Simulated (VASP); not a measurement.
The system is BaHfO3.

```
CELL_PARAMETERS angstrom
4.20608 0.00000 0.00000
0.00000 4.20608 0.00000
0.00000 0.00000 4.20624
ATOMIC_POSITIONS crystal
Ba 0.50000 0.50000 0.57200
Hf 0.00000 0.00000 0.07200
O 0.00000 0.50000 0.07200
O 0.50000 0.00000 0.07200
O 0.00000 0.00000 0.57200
```

| Quantity | Value |
| --- | --- |
| Program | VASP 6.6.1 |
| Task | relaxation of cell and atoms |
| Functional | PBEsol |
| Potentials or basis | VASP PAW PBE potentials, release 64 (Ba_sv, Hf_pv, O) |
| Cutoff | 600 eV |
| k mesh | 6 × 6 × 6 |
| Occupations | fermi-dirac, width 0.02 eV |
| Spin | no spin polarisation |

At the start: pressure -6.0 GPa; volume 14.88 Å³/atom.

Problem. How do energy, volume and symmetry change on relaxing?

Solution. Over 3 steps the energy falls by 10.8 meV/atom and the volume is 14.33 Å³/atom (-3.7 %); space group Pm-3m (No. 221, to 0.1 Å) before and after.

Step by step:
```
step  energy change (eV)  largest force (eV/Å)  pressure (GPa)  volume (Å³)
   1              0.0000                0.0000           -6.03        74.41
   2              0.0244                0.0000            8.46        68.54
   3             -0.0541                0.0000           -0.01        71.67
```

Final structure:
```
CELL_PARAMETERS angstrom
4.15369 0.00000 0.00000
0.00000 4.15369 0.00000
0.00000 0.00000 4.15377
ATOMIC_POSITIONS crystal
Ba 0.50000 0.50000 0.57200
Hf 0.00000 0.00000 0.07200
O 0.00000 0.50000 0.07200
O 0.50000 0.00000 0.07200
O 0.00000 0.00000 0.57200
```

Caveat: the PAW data sets were made with another functional, which shifts forces and pressure a little.
